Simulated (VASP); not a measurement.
# Pt (Fm-3m) in VASP: further runs, part 2 of 2

VASP 6.6.1. The steps go on from the part before.

### Step 3. Single point, LDA

This run uses another cell than the first one, of 13.89 Å³/atom, 1.031 times its volume.

Contents of INCAR:

```
ALGO = Normal
EDIFF = 1E-7
ENCUT = 520
GGA = CA
ISIF = 2
ISMEAR = 0
LASPH = T
LCHARG = F
LREAL = F
LWAVE = F
NBANDS = 11
NELM = 60
PREC = Accurate
SIGMA = 0.15
```

Contents of KPOINTS:

```
k-points
0
Gamma
  20 20 20
```

Contents of POSCAR:

```
Pt
1.0
    0.0000000000      1.9078319426      1.9078319426
    1.9078319426      0.0000000000      1.9078319426
    1.9078319426      1.9078319426      0.0000000000
Pt
1
Direct
    0.0000000000      0.0000000000      0.0000000000
```

Potentials or basis: VASP PAW LDA potentials, release 64 (Pt).

Started as:

```
$ cat potpaw_LDA.64/Pt/POTCAR > POTCAR
$ mpirun -np 1 vasp_std > vasp.out
```

OUTCAR:

```text
EDIFF = 1E-7
   ENCUT = 520
   GGA = CA
   ISIF = 2
   ISMEAR = 0
   LASPH = T
   LREAL = F
   NELM = 60
   PREC = Accurate

 ion  position               nearest neighbor table
   1  0.000  0.000  0.000-

  LATTYP: Found a face centered cubic cell.
 ALAT       =     3.8156638852

  Lattice vectors:

 A1 = (   0.0000000000,   1.9078319426,   1.9078319426)
 A2 = (   1.9078319426,   0.0000000000,   1.9078319426)
 A3 = (   1.9078319426,   1.9078319426,   0.0000000000)

Analysis of symmetry for initial positions (statically):
=====================================================================
 Subroutine PRICEL returns:
 Original cell was already a primitive cell.

 Routine SETGRP: Setting up the symmetry group for a
 face centered cubic supercell.

 Subroutine GETGRP returns: Found 48 space group operations
[... 9 lines left out ...]

 Routine SETGRP: Setting up the symmetry group for a
 face centered cubic supercell.

 Subroutine GETGRP returns: Found 48 space group operations
[... 11 lines left out ...]
                                     Primitive cell

  volume of cell :      13.8883

  direct lattice vectors                    reciprocal lattice vectors
     0.000000000  1.907831943  1.907831943    -0.262077591  0.262077591  0.262077591
     1.907831943  0.000000000  1.907831943     0.262077591 -0.262077591  0.262077591
     1.907831943  1.907831943  0.000000000     0.262077591  0.262077591 -0.262077591

  length of vectors
     2.698081808  2.698081808  2.698081808     0.453931704  0.453931704  0.453931704

  position of ions in fractional coordinates (direct lattice)
     0.000000000  0.000000000  0.000000000

  ion indices of the primitive-cell ions
   primitive index   ion index
                 1           1

----------------------------------------------------------------------------------------

 KPOINTS: k-points

Automatic generation of k-mesh.
 Grid dimensions read from file:
 generate k-points for:   20   20   20

 Generating k-lattice:

  Cartesian coordinates                     Fractional coordinates (reciprocal lattice)
    -0.013103880  0.013103880  0.013103880     0.050000000  0.000000000  0.000000000
     0.013103880 -0.013103880  0.013103880     0.000000000  0.050000000  0.000000000
     0.013103880  0.013103880 -0.013103880     0.000000000  0.000000000  0.050000000

  Length of vectors
     0.022696585  0.022696585  0.022696585

  Shift w.r.t. Gamma in fractional coordinates (k-lattice)
     0.000000000  0.000000000  0.000000000

 Subroutine IBZKPT returns following result:
 ===========================================

 Found    256 irreducible k-points:

 Following reciprocal coordinates:
            Coordinates               Weight
  0.000000  0.000000  0.000000      1.000000
  0.050000  0.000000  0.000000      8.000000
  0.100000  0.000000  0.000000      8.000000
  0.150000  0.000000  0.000000      8.000000
  0.200000  0.000000  0.000000      8.000000
  0.250000  0.000000  0.000000      8.000000
[... 16 lines left out ...]
 -0.400000  0.050000  0.000000     24.000000
 -0.350000  0.050000  0.000000     24.000000
 [... further k-points ...]
   k-points           NKPTS =    256   k-points in BZ     NKDIM =    256   number of bands    NBANDS=     11
   number of dos      NEDOS =    301   number of ions     NIONS =      1
   total plane-waves  NPLWV =   8000
   dimension x,y,z NGX =    20 NGY =   20 NGZ =   20
   dimension x,y,z NGXF=    40 NGYF=   40 NGZF=   40
   ions per type =               1
   NGX,Y,Z   is equivalent  to a cutoff of  12.32, 12.32, 12.32 a.u.
   NGXF,Y,Z  is equivalent  to a cutoff of  24.65, 24.65, 24.65 a.u.
 SYSTEM =  unknown system
   PREC   = accura    normal or accurate (medium, high low for compatibility)
   ISTART =      0    job   : 0-new  1-cont  2-samecut
   ICHARG =      2    charge: 1-file 2-atom 10-const
   ISPIN  =      1    spin polarized calculation?
   LNONCOLLINEAR =      F non collinear calculations
   LSORBIT =      F    spin-orbit coupling
   LASPH  =      T    aspherical Exc in radial PAW
   ENCUT  =  520.0 eV  38.22 Ry    6.18 a.u.   5.02  5.02  5.02*2*pi/ulx,y,z
   NELM   =     60;   NELMIN=  2; NELMDL= -5     # of ELM steps
   EDIFF  = 0.1E-06   stopping-criterion for ELM
   LREAL  =      F    real-space projection
   EDIFFG = 0.1E-05   stopping-criterion for IOM
   NSW    =      0    number of steps for IOM
   IBRION =     -1    ionic relax: 0-MD 1-quasi-New 2-CG
   NFREE  =      0    steps in history (QN), initial steepest desc. (CG)
   ISIF   =      2    stress and relaxation
   ISYM   =      2    0-nonsym 1-usesym 2-fastsym
   POTIM  = 0.5000    time-step for ionic-motion
   TEBEG  =    0.0;   TEEND  =   0.0 temperature during run
   PSTRESS=    0.0 pullay stress
   NELECT =      10.0000    total number of electrons
   NUPDOWN=      -1.0000    fix difference up-down
   EMIN   =  10.00;   EMAX   =-10.00  energy-range for DOS
   EFERMI =   0.00;   METHOD = LEGACY
   ISMEAR =     0;   SIGMA  =   0.15  broadening in eV -4-tet -1-fermi 0-gaus
   EFERMI_NEDOS =   21; number of points for ismear=-14 and -15
   IALGO  =     38    algorithm
   IMIX   =      4    mixing-type and parameters
     AMIX     =   0.40;   BMIX     =  1.00
     AMIX_MAG =   1.60;   BMIX_MAG =  1.00
  volume/ion in A,a.u.               =      13.89        93.72
  Fermi-wavevector in a.u.,A,eV,Ry     =   1.467320  2.772832 29.293708  2.153027
  Thomas-Fermi vector in A             =   2.582952
   LORBIT       =      0    0 simple, 1 ext, 2 COOP (PROOUT), +10 PAW based schemes
   GGA     = CA    functional components
   LHFCALC =     F    Hartree Fock is set to
   AEXX    =    0.0000 exact exchange contribution
   IVDW    =     0    specifies the selected vdW correction
   LEPSILON=     F    determine dielectric tensor
   LRPA    =     F    only Hartree local field effects (RPA)
 non-spin polarized calculation
 Gauss-broadening in eV      SIGMA  =   0.15
  energy-cutoff  :      520.00
  volume of cell :       13.89
 maximum number of plane-waves:       388
   NGX =  9   NGY =  9   NGZ =  9

 number of electron      10.0000000 magnetization

 number of electron       9.9999999 magnetization

 Free energy of the ion-electron system (eV)
  ---------------------------------------------------
  ext. energy  EPLUGINS =         0.00000000
  ---------------------------------------------------
  free energy    TOTEN  =        -7.45390673 eV

  energy without entropy =       -7.43692676  energy(sigma->0) =       -7.44541675

 E-fermi :  12.8374     XC(G=0): -14.1689

 val. band max:       12.8364915734   @ k =  -0.4500   0.1000   0.0500
 cond. band min:      12.8408010149   @ k =  -0.4000   0.3500   0.1000
 fundamental gap:      0.0043094415
 Fermi energy:        12.8373586381

 k-point     1 :       0.0000    0.0000    0.0000
  band No.  band energies     occupation
      1       1.6170      2.00000
      2       8.4627      2.00000
      3       8.4627      2.00000
      4       8.4627      2.00000
      5      10.9700      2.00000
      6      10.9700      2.00000
      7      27.1567      0.00000
      8      32.5554      0.00000
      9      32.5554      0.00000
     10      32.5554      0.00000
     11      38.3185      0.00000

 k-point     2 :       0.0500    0.0000    0.0000
  band No.  band energies     occupation
      1       1.7269      2.00000
      2       8.4090      2.00000
      3       8.5086      2.00000
      4       8.5086      2.00000
      5      10.9416      2.00000
      6      10.9416      2.00000
      7      27.3401      0.00000
      8      32.0042      0.00000
      9      32.7343      0.00000
     10      32.7343      0.00000
     11      38.9708      0.00000

 k-point     3 :       0.1000    0.0000    0.0000
  band No.  band energies     occupation
      1       2.0480      2.00000
      2       8.2675      2.00000
      3       8.6327      2.00000
      4       8.6327      2.00000
      5      10.8753      2.00000
      6      10.8753      2.00000
      7      27.8539      0.00000
      8      30.8000      0.00000
      9      33.2593      0.00000
     10      33.2593      0.00000
     11      40.1997      0.00000
[... 267 lines left out ...]
 k-point    23 :      -0.4000    0.0500    0.0000
  band No.  band energies     occupation
      1       4.6514      2.00000
      2       8.4168      2.00000
      3       8.5323      2.00000
      4      10.5107      2.00000
      5      12.3996      1.99996
      6      13.1589      0.00244
      7      20.8438      0.00000
      8      27.2890      0.00000
      9      32.3105      0.00000
     10      33.3634      0.00000
     11      40.7114      0.00000

 k-point    24 :      -0.3500    0.0500    0.0000
  band No.  band energies     occupation
      1       4.6201      2.00000
      2       8.5458      2.00000
      3       8.6465      2.00000
      4       9.5124      2.00000
      5      11.9212      2.00000
      6      12.6753      1.87335
      7      22.5696      0.00000
      8      27.8500      0.00000
      9      33.0795      0.00000
     10      34.6848      0.00000
     11      38.9642      0.00000

 [... further k-points ...]
[... 5 lines left out ...]
  --------------------------------------------------------------------------------------
  -------------------------------------------------------------------------------------
  Total        1.9991872      1.9991872      1.9991872     -0.0000000      0.0000000      0.0000000
  in kB      230.6288907    230.6288907    230.6288907     -0.0000000      0.0000000      0.0000000
  external PRESSURE =     230.6288907 kB  Pullay stress =       0.0000000 kB

 VOLUME and BASIS-vectors are now :
 -----------------------------------------------------------------------------
  energy-cutoff  :      520.00
  volume of cell :       13.89
      direct lattice vectors                 reciprocal lattice vectors
     0.000000000  1.907831943  1.907831943    -0.262077591  0.262077591  0.262077591
     1.907831943  0.000000000  1.907831943     0.262077591 -0.262077591  0.262077591
     1.907831943  1.907831943  0.000000000     0.262077591  0.262077591 -0.262077591

 POSITION                                       TOTAL-FORCE (eV/Angst)
 -----------------------------------------------------------------------------------
      0.00000      0.00000      0.00000        -0.000000     -0.000000     -0.000000
 -----------------------------------------------------------------------------------
    total drift:                               -0.000000     -0.000000     -0.000000

  FREE ENERGIE OF THE ION-ELECTRON SYSTEM (eV)
  ---------------------------------------------------
  free  energy   TOTEN  =        -7.4539067324 eV

  energy  without entropy=       -7.4369267614  energy(sigma->0) =       -7.44541675
```

OSZICAR:

```text
N       E                     dE             d eps       ncg     rms          rms(c)
DAV:   1     0.399684887376E+02    0.39968E+02   -0.54257E+03  5688   0.853E+02
DAV:   2    -0.722128416348E+01   -0.47190E+02   -0.45366E+02  6464   0.183E+02
DAV:   3    -0.787161544693E+01   -0.65033E+00   -0.64758E+00  6619   0.201E+01
DAV:   4    -0.787408510669E+01   -0.24697E-02   -0.24694E-02  6540   0.147E+00
DAV:   5    -0.787410278512E+01   -0.17678E-04   -0.17679E-04  6674   0.112E-01    0.169E+01
DAV:   6    -0.751304504487E+01    0.36106E+00   -0.72152E-01  6118   0.687E+00    0.882E+00
DAV:   7    -0.745911672047E+01    0.53928E-01   -0.16426E-01  6541   0.315E+00    0.268E+00
DAV:   8    -0.745405051579E+01    0.50662E-02   -0.81430E-03  6199   0.857E-01    0.548E-01
DAV:   9    -0.745390251405E+01    0.14800E-03   -0.11088E-04  6430   0.102E-01    0.111E-02
DAV:  10    -0.745390670132E+01   -0.41873E-05   -0.25869E-06  6877   0.109E-02    0.243E-03
DAV:  11    -0.745390673240E+01   -0.31081E-07   -0.41335E-08  5584   0.186E-03
   1 F= -.74539067E+01 E0= -.74454167E+01  d E =-.169800E-01
```

It took 18 s on 1 thread of AMD EPYC 9R45 (Zen 5), shared host; peak memory 0.12 GiB.

What came out:

```yaml
Free_energy: -7.4539 eV
Pressure: 23.1 GPa
Band_gap_on_the_k_mesh: zero (band 5 reaches 13.42 eV, above the bottom of band 6 at 10.83 eV)
```

Caveat: spin-orbit coupling is left out, which moves the levels of the heavy elements.

### Step 4. Single point, LDA

This run uses another cell than the first one, of 14.32 Å³/atom, 1.063 times its volume.

Contents of INCAR:

```
SYSTEM = Pt
  PREC = Accurate
  ENCUT = 520
  EDIFF = 1E-6
  ISMEAR = 0
  SIGMA = 0.15
  LREAL = .FALSE.
  LASPH = .TRUE.
  NELM = 80
  ALGO = Normal
  ISIF = 2
  LWAVE = .FALSE.
  LCHARG = .FALSE.
  GGA = CA
  NBANDS = 11
```

Contents of KPOINTS:

```
regular mesh
0
G
  20 20 20
  0 0 0
```

Contents of POSCAR:

```
Pt
1.0
    0.0000000000      1.9272996155      1.9272996155
    1.9272996155      0.0000000000      1.9272996155
    1.9272996155      1.9272996155      0.0000000000
Pt
1
Direct
    0.0000000000      0.0000000000      0.0000000000
```

Potentials or basis: VASP PAW LDA potentials, release 64 (Pt).

Started as:

```
$ cat potpaw_LDA.64/Pt/POTCAR > POTCAR
$ mpirun -np 1 vasp_std > vasp.out
```

OUTCAR:

```text
SYSTEM = Pt
   PREC = Accurate
   ENCUT = 520
   EDIFF = 1E-6
   ISMEAR = 0
   LREAL = .FALSE.
   LASPH = .TRUE.
   NELM = 80
   ISIF = 2
   GGA = CA

 ion  position               nearest neighbor table
   1  0.000  0.000  0.000-

  LATTYP: Found a face centered cubic cell.
 ALAT       =     3.8545992310

  Lattice vectors:

 A1 = (   0.0000000000,   1.9272996155,   1.9272996155)
 A2 = (   1.9272996155,   0.0000000000,   1.9272996155)
 A3 = (   1.9272996155,   1.9272996155,   0.0000000000)

Analysis of symmetry for initial positions (statically):
=====================================================================
 Subroutine PRICEL returns:
 Original cell was already a primitive cell.

 Routine SETGRP: Setting up the symmetry group for a
 face centered cubic supercell.

 Subroutine GETGRP returns: Found 48 space group operations
[... 9 lines left out ...]

 Routine SETGRP: Setting up the symmetry group for a
 face centered cubic supercell.

 Subroutine GETGRP returns: Found 48 space group operations
[... 11 lines left out ...]
                                     Primitive cell

  volume of cell :      14.3178

[... 135 lines left out ...]

 E-fermi :  12.1943     XC(G=0): -13.9899

 val. band max:       12.1907730018   @ k =  -0.4500   0.1000   0.0500
 cond. band min:      12.1962351553   @ k =   0.4000   0.1000   0.0500
 fundamental gap:      0.0054621536
 Fermi energy:        12.1942771692

 k-point     1 :       0.0000    0.0000    0.0000
  band No.  band energies     occupation
      1       1.3394      2.00000
      2       8.0310      2.00000
      3       8.0310      2.00000
      4       8.0310      2.00000
      5      10.4175      2.00000
      6      10.4175      2.00000
      7      26.6344      0.00000
      8      31.8545      0.00000
      9      31.8545      0.00000
     10      31.8545      0.00000
     11      37.5006      0.00000
[... 309 lines left out ...]
 k-point    24 :      -0.3500    0.0500    0.0000
  band No.  band energies     occupation
      1       4.3101      2.00000
      2       8.1151      2.00000
      3       8.2112      2.00000
      4       9.0377      2.00000
      5      11.3269      2.00000
      6      12.0440      1.84343
      7      21.6911      0.00000
      8      27.2418      0.00000
      9      32.1571      0.00000
     10      33.7514      0.00000
     11      38.0330      0.00000

 [... further k-points ...]
[... 5 lines left out ...]
  --------------------------------------------------------------------------------------
  -------------------------------------------------------------------------------------
  Total        0.9897270      0.9897270      0.9897270     -0.0000000      0.0000000      0.0000000
  in kB      110.7511656    110.7511656    110.7511656     -0.0000000      0.0000000      0.0000000
  external PRESSURE =     110.7511656 kB  Pullay stress =       0.0000000 kB

 VOLUME and BASIS-vectors are now :
 -----------------------------------------------------------------------------
  energy-cutoff  :      520.00
  volume of cell :       14.32
      direct lattice vectors                 reciprocal lattice vectors
     0.000000000  1.927299615  1.927299615    -0.259430343  0.259430343  0.259430343
     1.927299615  0.000000000  1.927299615     0.259430343 -0.259430343  0.259430343
     1.927299615  1.927299615  0.000000000     0.259430343  0.259430343 -0.259430343

 POSITION                                       TOTAL-FORCE (eV/Angst)
 -----------------------------------------------------------------------------------
      0.00000      0.00000      0.00000         0.000000      0.000000      0.000000
 -----------------------------------------------------------------------------------
    total drift:                               -0.000000     -0.000000     -0.000000

  FREE ENERGIE OF THE ION-ELECTRON SYSTEM (eV)
  ---------------------------------------------------
  free  energy   TOTEN  =        -7.4995791052 eV

  energy  without entropy=       -7.4816333495  energy(sigma->0) =       -7.49060623
```

It took 17 s on 1 thread of AMD EPYC 9R45 (Zen 5), shared host; peak memory 0.12 GiB.

What came out:

```
Free energy            : -7.4996 eV
Pressure               : 11.1 GPa
Band gap on the k mesh : zero (band 5 reaches 12.74 eV, above the bottom of band 6 at 10.29 eV)
```

Caveat: spin-orbit coupling is left out, which moves the levels of the heavy elements.

### Step 5. Single point, LDA

This run uses another cell than the first one, of 14.76 Å³/atom, 1.096 times its volume.

Contents of INCAR:

```
PREC = Accurate
ENCUT = 520
EDIFF = 1E-6
ISMEAR = 0
SIGMA = 0.15
LREAL = False
LASPH = True
NELM = 60
ALGO = Normal
ISIF = 2
LWAVE = False
LCHARG = False
GGA = CA
NBANDS = 11
```

Contents of KPOINTS:

```
Automatic mesh
0
Gamma
  20 20 20
```

Contents of POSCAR:

```
Pt
1.0
    0.0000000000      1.9467672884      1.9467672884
    1.9467672884      0.0000000000      1.9467672884
    1.9467672884      1.9467672884      0.0000000000
Pt
1
Direct
    0.0000000000      0.0000000000      0.0000000000
```

Started as:

```
$ cat potpaw_LDA.64/Pt/POTCAR > POTCAR
$ mpirun -np 1 vasp_std > vasp.out
```

Wall time 17 s (1 thread of AMD EPYC 9R45 (Zen 5), shared host); peak memory 0.12 GiB.

Results (log left out):

| Quantity | Value |
| --- | --- |
| Free energy | -7.5159 eV |
| Pressure | 0.9 GPa |
| Band gap on the k mesh | zero (band 5 reaches 12.09 eV, above the bottom of band 6 at 9.77 eV) |

Levels at points of the mesh, in eV from the Fermi level:
```tsv
k point	band 3	band 4	band 5	band 6	band 7	band 8
(0.00, 0.00, 0.00)	-3.96	-3.96	-1.69	-1.69	14.55	19.59
(0.50, 0.00, 0.00)	-4.02	-0.58	0.04	0.04	5.99	14.12
(0.50, 0.50, 0.00)	0.02	0.51	0.51	1.71	9.10	11.40
```

Caveat: spin-orbit coupling is left out, which moves the levels of the heavy elements.

### Step 6. Overview

```tsv
cell	gap on the mesh (eV)	pressure (GPa)
a = 2.671 Å, angles 60.0°, 1 atom	none	37.1
a = 2.698 Å, angles 60.0°, 1 atom	none	23.1
a = 2.726 Å, angles 60.0°, 1 atom	none	11.1
a = 2.753 Å, angles 60.0°, 1 atom	none	0.9
```

Alike in all rows: task single point; level LDA; potentials or basis VASP PAW LDA potentials, release 64 (Pt); no spin polarisation; k mesh 20 × 20 × 20; cutoff (eV) 520; smearing gaussian 0.15 eV.

Caveats: spin-orbit coupling is left out, which moves the levels of the heavy elements.

Total energies depend on the potentials used, so only differences within one code and one set of settings carry meaning.
